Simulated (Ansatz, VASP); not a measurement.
Two plane-wave programs on Al

The input POSCAR:

```
Al
1.0
    2.8964169337      0.0000000000      0.0000000000
   -1.4482084669      2.5083706446      0.0000000000
    0.0000000000      0.0000000000      9.4950662371
Al
4
Direct
    1.0000000000      0.0000000000      0.0000000000
    1.0000000000      0.0000000000      0.5000000000
    0.3333333333      0.6666666667      0.2500000000
    0.6666666667      0.3333333333      0.7500000000
```

File INCAR.step1:

```
SYSTEM = Al
ALGO = Normal ; EDIFF = 1E-4
ENCUT = 520 ; GGA = PE
ISMEAR = -1 ; LASPH = .True.
LCHARG = .False. ; LREAL = .False.
LWAVE = .True. ; NBANDS = 14
NELM = 80 ; PREC = Accurate
SIGMA = 0.1
```

Contents of INCAR.step2:

```
SYSTEM = Al
ALGO = Normal ; EDIFF = 1E-6
ENCUT = 520 ; ISIF = 2
ISMEAR = -1 ; ISTART = 1
LASPH = .True. ; LCHARG = .False.
LMIXTAU = .True. ; LREAL = .False.
LWAVE = .False. ; METAGGA = R2SCAN
NBANDS = 14 ; NELM = 80
PREC = Accurate ; SIGMA = 0.1
```

The input KPOINTS:

```
k-points
0
Gamma
  14 14 4
  0 0 0
```

Input for Ansatz:

```yaml
crystal:
  lattice:
    - [2.8964169337, 0.0, 0.0]
    - [-1.4482084669, 2.5083706446, 0.0]
    - [0.0, 0.0, 9.4950662371]
  atoms:
    - { symbol: Al, position: [1.0, 0.0, 0.0] }
    - { symbol: Al, position: [1.0, 0.0, 0.5] }
    - { symbol: Al, position: [0.3333333333, 0.6666666667, 0.25] }
    - { symbol: Al, position: [0.6666666667, 0.3333333333, 0.75] }
hamiltonian:
  xc: r2scan
  pseudopotentials:
    kind: paw
    azcp:
      Al: "pseudopotentials/Al.paw.azcp"
basis:
  ecutwfc: 500
  fft_grid_basis: typed
kpoints:
  mp_grid: { grid: [14, 14, 4], shift: [0, 0, 0] }
magnetization:
  spin_polarized: false
scf:
  occupations: { method: fermi_dirac, width: 0.1 }
  lower_state_search: "off"
output:
  stress: true
```

Alike in both runs: task single point; functional r2SCAN; k mesh 14 × 14 × 4; occupations fermi-dirac, width 0.1 eV; no spin polarisation.

|  | VASP | Ansatz |
| --- | --- | --- |
| version | VASP 6.6.1 | Ansatz 0.2.0 |
| potentials or method | VASP PAW PBE potentials, release 64 (Al), cutoff 520 eV | plane waves (500 eV) with PAW, scalar-relativistic |
| valence electrons in the cell | 12 | 12 |

|  | VASP | Ansatz | Ansatz less VASP |
| --- | --- | --- | --- |
| pressure (GPa) | -6.2 | -5.9 | +0.26 |
| traceless stress, the component that is largest in VASP (GPa) | 0.67 | 0.67 | +0.002 |

VASP's potentials were made for PBE, not for r2SCAN.
